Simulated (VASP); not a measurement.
CuAu:

```xyz
2
Lattice="2.8000 0.0000 0.0000 0.0000 2.8000 0.0000 0.0000 0.0000 3.6700" Properties=species:S:1:pos:R:3 pbc="T T T"
Cu    1.4000    1.4000    1.8350
Au    0.0000    0.0000    0.0000
```

Base run:

```yaml
Program: VASP 6.6.1
Functional: PBE
Potentials_or_basis: VASP PAW PBE potentials, release 64 (Cu, Au)
Cutoff: 520 eV
k_mesh: 18 × 18 × 14
Occupations: fermi-dirac, width 0.05 eV
Spin: no spin polarisation
```

Its results: band gap on the k mesh zero (band 11 reaches 14.33 eV, above the bottom of band 12 at 6.90 eV); pressure 6.7 GPa.

The run is repeated on the same cell with these changes: k mesh from 18 × 18 × 14 to 4 × 4 × 3. What comes out?

Band gap on the k mesh zero (band 11 reaches 12.71 eV, above the bottom of band 12 at 7.00 eV); pressure 7.6 GPa.

Caveats: some runs use coarse meshes; spin-orbit coupling is left out, which moves the levels of the heavy elements.
